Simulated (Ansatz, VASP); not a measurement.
**Os in VASP and in Ansatz**

```
Os
1.0
     2.73520    0.00000    0.00000
    -1.36760    2.36875    0.00000
     0.00000    0.00000    4.31900
Os
2
Direct
  0.33333 0.66667 0.25000
  0.66667 0.33333 0.75000
```

Alike in both runs: task relaxation of cell and atoms; functional BLYP; k mesh 13 × 13 × 7; occupations fermi-dirac, width 0.1 eV; no spin polarisation.

|  | VASP | Ansatz |
| --- | --- | --- |
| version | VASP 6.6.1 | Ansatz 0.2.0 |
| potentials or method | VASP PAW PBE potentials, release 64 (Os), cutoff 600 eV | plane waves (420 eV) with PAW, scalar-relativistic |
| valence electrons in the cell | 16 | 32 |

```csv
,VASP,Ansatz,Ansatz less VASP
relaxed volume (Å³/atom),15.02,14.91,-0.113
relaxed cell length with the largest relative difference (Å),2.805,2.798,-0.0071
```

VASP's potentials were made for PBE, not for BLYP. VASP's potentials hold 16 valence electrons a cell and Ansatz's 32, so a difference there can come from the potentials and not from the codes.

Neither program's run includes spin-orbit coupling.
